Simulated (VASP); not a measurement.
# Mg5O (R32) in VASP: single point with PBE

Aim: the single point of Mg5O with PBE.

All numbers are computed with VASP 6.6.1; they aren't measurements. Logs are shortened: lines on timing, memory, paths and dates and some standing lists are left out, and cuts for length are marked.

## (1) The cell of the first run

The structure is trigonal, space group R32 (No. 155). Conventional cell: a = 5.227 Å, b = 5.227 Å, c = 14.722 Å, α = 90.00°, β = 90.00°, γ = 120.00°. Mg (site symmetry 2) has 10 Mg at 2.97 to 3.12 Å and 2 O at 2.99 Å within 3.9 Å. Mg (site symmetry 3) has 9 Mg at 3.00 to 3.04 Å and 3 O at 3.02 Å within 3.9 Å. O (site symmetry 32) has 12 Mg at 2.99 to 3.02 Å within 3.9 Å.

## (2) Single point, PBE

File INCAR:

```
SYSTEM = Mg5O
PREC = Accurate
ENCUT = 600
EDIFF = 1E-6
ISMEAR = 0
SIGMA = 0.2
LREAL = .False.
LASPH = .True.
NELM = 120
ALGO = Normal
ISIF = 2
LWAVE = .False.
LCHARG = .False.
GGA = PE
NBANDS = 17
GGA_COMPAT = .False.
```

File KPOINTS:

```
Automatic mesh
0
Gamma
  4 4 4
  0 0 0
```

File POSCAR:

```
Mg5O
1.0
    2.6132657555      1.5087696874      4.9072259523
   -2.6132657555      1.5087696874      4.9072259523
    0.0000000000     -3.0175393748      4.9072259523
Mg O
5 1
Direct
    0.5000000000      0.1552659085      0.8447340915
    0.1552659085      0.8447340915      0.5000000000
    0.8447340915      0.5000000000      0.1552659085
    0.3337809763      0.3337809763      0.3337809763
    0.6662190237      0.6662190237      0.6662190237
    0.0000000000      0.0000000000      0.0000000000
```

Potentials or basis: VASP PAW PBE potentials, release 64 (Mg, O).

Launch:

```console
> cat potpaw_PBE.64/Mg/POTCAR potpaw_PBE.64/O/POTCAR > POTCAR
> mpirun -np 1 vasp_std > vasp.out
```

OUTCAR:

```text
SYSTEM = Mg5O
   PREC = Accurate
   ENCUT = 600
   EDIFF = 1E-6
   ISMEAR = 0
   LREAL = .False.
   LASPH = .True.
   NELM = 120
   ISIF = 2
   GGA = PE

 ion  position               nearest neighbor table
   1  0.500  0.155  0.845-   2 2.97   2 2.97   3 2.97   3 2.97   4 3.00   5 3.00   5 3.04   4 3.04
                             3 3.12   2 3.12
   2  0.155  0.845  0.500-   3 2.97   1 2.97   3 2.97   1 2.97   4 3.00   5 3.00   4 3.04   5 3.04
                             3 3.12   1 3.12
   3  0.845  0.500  0.155-   2 2.97   2 2.97   1 2.97   1 2.97   5 3.00   4 3.00   5 3.04   4 3.04
                             1 3.12   2 3.12
   4  0.334  0.334  0.334-   2 3.00   1 3.00   3 3.00   5 3.02   5 3.02   5 3.02   3 3.04   1 3.04
                             2 3.04
   5  0.666  0.666  0.666-   2 3.00   3 3.00   1 3.00   4 3.02   4 3.02   4 3.02   3 3.04   1 3.04
                             2 3.04
   6  0.000  0.000  0.000-

  LATTYP: Found a trigonal (rhomboedric) cell.
 ALAT       =     5.7607647431
 COS(alpha) =     0.5884364822

  Lattice vectors:

 A1 = (   2.6132657555,   1.5087696874,   4.9072259523)
 A2 = (  -2.6132657555,   1.5087696874,   4.9072259523)
 A3 = (   0.0000000000,  -3.0175393748,   4.9072259523)

Analysis of symmetry for initial positions (statically):
=====================================================================
 Subroutine PRICEL returns:
 Original cell was already a primitive cell.

 Routine SETGRP: Setting up the symmetry group for a
 trigonal (rhombohedral) supercell.

 Subroutine GETGRP returns: Found  6 space group operations
 (whereof  6 operations were pure point group operations)
 out of a pool of 12 trial point group operations.

The static configuration has the point symmetry D_3 .

Analysis of symmetry for dynamics (positions and initial velocities):
=====================================================================
 Subroutine PRICEL returns:
 Original cell was already a primitive cell.

 Routine SETGRP: Setting up the symmetry group for a
 trigonal (rhombohedral) supercell.

 Subroutine GETGRP returns: Found  6 space group operations
 (whereof  6 operations were pure point group operations)
 out of a pool of 12 trial point group operations.

The dynamic configuration has the point symmetry D_3 .

 Subroutine INISYM returns: Found  6 space group operations
 (whereof  6 operations are pure point group operations),
 and found     1 'primitive' translations

----------------------------------------------------------------------------------------

                                     Primitive cell

  volume of cell :     116.0897

  direct lattice vectors                    reciprocal lattice vectors
[... 92 lines left out ...]
   TEBEG  =    0.0;   TEEND  =   0.0 temperature during run
   PSTRESS=    0.0 pullay stress
   NELECT =      16.0000    total number of electrons
   NUPDOWN=      -1.0000    fix difference up-down
   EMIN   =  10.00;   EMAX   =-10.00  energy-range for DOS
   EFERMI =   0.00;   METHOD = LEGACY
   ISMEAR =     0;   SIGMA  =   0.20  broadening in eV -4-tet -1-fermi 0-gaus
   EFERMI_NEDOS =   21; number of points for ismear=-14 and -15
   IALGO  =     38    algorithm
   IMIX   =      4    mixing-type and parameters
     AMIX     =   0.40;   BMIX     =  1.00
     AMIX_MAG =   1.60;   BMIX_MAG =  1.00
  volume/ion in A,a.u.               =      19.35       130.57
  Fermi-wavevector in a.u.,A,eV,Ry     =   0.845636  1.598021  9.729533  0.715101
  Thomas-Fermi vector in A             =   1.960856
   LORBIT       =      0    0 simple, 1 ext, 2 COOP (PROOUT), +10 PAW based schemes
   GGA     = PE    functional components
   LHFCALC =     F    Hartree Fock is set to
   AEXX    =    0.0000 exact exchange contribution
   IVDW    =     0    specifies the selected vdW correction
   LEPSILON=     F    determine dielectric tensor
   LRPA    =     F    only Hartree local field effects (RPA)
 non-spin polarized calculation
 Gauss-broadening in eV      SIGMA  =   0.20
  energy-cutoff  :      600.00
  volume of cell :      116.09
 maximum number of plane-waves:      3907
 NGX is ok and might be reduce to    48
   NGX = 23   NGY = 23   NGZ = 23

 number of electron      16.0000001 magnetization

 Free energy of the ion-electron system (eV)
  ---------------------------------------------------
  ext. energy  EPLUGINS =         0.00000000
  ---------------------------------------------------
  free energy    TOTEN  =       -12.67422012 eV

  energy without entropy =      -12.59504986  energy(sigma->0) =      -12.63463499

 E-fermi :   2.7693     XC(G=0):  -8.8272

 val. band max:        2.7332003025   @ k =   0.5000   0.5000  -0.0000
 cond. band min:       2.7790252509   @ k =   0.5000  -0.0000  -0.0000
 fundamental gap:      0.0458249484
 Fermi energy:         2.7693370622

 k-point     1 :       0.0000    0.0000    0.0000
  band No.  band energies     occupation
      1     -13.6725      2.00000
      2      -3.6590      2.00000
      3      -0.1493      2.00000
      4       0.2320      2.00000
      5       0.2320      2.00000
      6       1.9605      2.00000
[... 237 lines left out ...]
      4       0.1532      2.00000
      5       0.1532      2.00000
      6       1.1791      2.00000
[... 9 lines left out ...]
     16       8.1166      0.00000
     17       8.1166      0.00000

------------------------ aborting loop because EDIFF is reached ----------------------------------------

  FORCE on cell =-STRESS in cart. coord.  units (eV):
  Direction    XX          YY          ZZ          XY          YZ          ZX
  --------------------------------------------------------------------------------------
  -------------------------------------------------------------------------------------
  Total       -0.1846239     -0.1846239      0.0901864      0.0000000      0.0000000     -0.0000000
  in kB       -2.5480313     -2.5480313      1.2446803      0.0000000      0.0000000     -0.0000000
  external PRESSURE =      -1.2837941 kB  Pullay stress =       0.0000000 kB

 VOLUME and BASIS-vectors are now :
 -----------------------------------------------------------------------------
  energy-cutoff  :      600.00
  volume of cell :      116.09
      direct lattice vectors                 reciprocal lattice vectors
     2.613265756  1.508769687  4.907225952     0.191331478  0.110465280  0.067927040
    -2.613265756  1.508769687  4.907225952    -0.191331478  0.110465280  0.067927040
     0.000000000 -3.017539375  4.907225952     0.000000000 -0.220930561  0.067927040

 POSITION                                       TOTAL-FORCE (eV/Angst)
 -----------------------------------------------------------------------------------
      0.90088     -1.56037      7.36084        -0.008511      0.014741      0.000000
     -1.80176      0.00000      7.36084         0.017022      0.000000      0.000000
      0.90088      1.56037      7.36084        -0.008511     -0.014741      0.000000
      0.00000      0.00000      4.91382         0.000000      0.000000     -0.019233
      0.00000      0.00000      9.80786         0.000000      0.000000      0.019233
      0.00000      0.00000      0.00000         0.000000      0.000000      0.000000
 -----------------------------------------------------------------------------------
    total drift:                               -0.000000      0.000000     -0.000000

  FREE ENERGIE OF THE ION-ELECTRON SYSTEM (eV)
  ---------------------------------------------------
  free  energy   TOTEN  =       -12.6742201198 eV

  energy  without entropy=      -12.5950498645  energy(sigma->0) =      -12.63463499
```

Run time: 48 s. Hardware: 1 thread of Intel Xeon Platinum 8259CL at 2.50GHz (Skylake/Cascade Lake), shared host; peak memory 0.31 GiB.

What came out:

| Property | Result |
| --- | --- |
| Free energy | -12.6742 eV |
| Pressure | -0.1 GPa |
| Largest force | 0.019 eV/Å |
| Band gap on the k mesh | zero (band 8 reaches 3.18 eV, above the bottom of band 9 at 2.78 eV) |

Forces on the atoms (eV/Å):
```
Mg  -0.009  0.015  0.000
Mg   0.017  0.000  0.000
Mg  -0.009 -0.015  0.000
Mg   0.000  0.000 -0.019
Mg   0.000  0.000  0.019
O    0.000  0.000  0.000
```

Stress tensor (GPa, compression positive):
```
-0.25  0.00  0.00
 0.00 -0.25  0.00
 0.00  0.00  0.12
```

Levels at points of the mesh, in eV from the Fermi level:
| k point | band 5 | band 6 | band 7 | band 8 | band 9 | band 10 | band 11 | band 12 |
| --- | --- | --- | --- | --- | --- | --- | --- | --- |
| (0.00, 0.00, 0.00) | -2.54 | -0.81 | -0.25 | 0.41 | 0.41 | 0.75 | 1.51 | 1.55 |
| (0.50, 0.00, 0.00) | -2.78 | -1.70 | -0.86 | -0.86 | 0.01 | 1.62 | 1.68 | 1.97 |
| (0.50, 0.50, 0.00) | -3.12 | -2.43 | -1.16 | -0.04 | 0.08 | 0.51 | 3.92 | 4.17 |
| (0.50, 0.50, 0.50) | -2.62 | -1.59 | -0.07 | -0.07 | 0.03 | 1.15 | 2.13 | 2.13 |

Caveat: the k points lie up to 0.36 Å⁻¹ apart.
